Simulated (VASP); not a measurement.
Runs of VASP 6.6.1 on Ti4N3O. The structure is that of space group Pm-3m (No. 221), or close to it. The cells are those of the table. 

| level | spin | U | cell | k mesh | smearing | gap on the mesh (eV) | pressure (GPa) |
| --- | --- | --- | --- | --- | --- | --- | --- |
| PBE | collinear | - | a = 4.255 Å, 8 atoms | 4 × 4 × 4 | gaussian 0.1 eV | none | 0.0 |
| PBE | off | - | a = 4.255 Å, 8 atoms | 10 × 10 × 10 | gaussian 0.1 eV | none | (b) |
| PBE | off | - | a = 4.297 Å, 8 atoms | 10 × 10 × 10 | gaussian 0.1 eV | none | (a) |
| PBE | off | - | a = 4.338 Å, 8 atoms | 10 × 10 × 10 | gaussian 0.1 eV | none | -13.1 |
| PBE | off | - | a = 4.212 Å, 8 atoms | 10 × 10 × 10 | gaussian 0.1 eV | none | (c) |
| PBE | off | - | a = 4.077 Å, 8 atoms | 10 × 10 × 10 | gaussian 0.1 eV | none | 44.9 |
| PBE | off | - | a = 4.255 Å, 8 atoms | 6 × 6 × 6 | gaussian 0.2 eV | none | 0.3 |
| PBE | off | - | a = 4.255 Å, 8 atoms | 4 × 4 × 4 | gaussian 0.1 eV | none | 0.0 |
| PBE | off | - | a = 4.392 Å, 8 atoms | 10 × 10 × 10 | gaussian 0.1 eV | none | -20.1 |
| PBE+U | off | Ti d U = 4.0 eV | a = 4.255 Å, 8 atoms | 10 × 10 × 10 | gaussian 0.1 eV | none | 12.5 |

Alike in all rows: task single point; potentials or basis VASP PAW PBE potentials, release 64 (Ti_sv, N, O); cutoff (eV) 520.

Question: Fill in the values left out.

Answer: (a) -6.8; (b) 0.5; (c) 9.1.

Caveats: some runs use coarse meshes; an odd number of electrons without spin polarisation forces a metal (at least some runs); a magnetic or distorted state may lie lower (at least some runs); the cell stands under tension (at least some runs); the cell stands under pressure (at least some runs); U without spin polarisation on a metal has little footing (at least some runs).

A gap of «none» marks levels without a gap at the run's occupations.
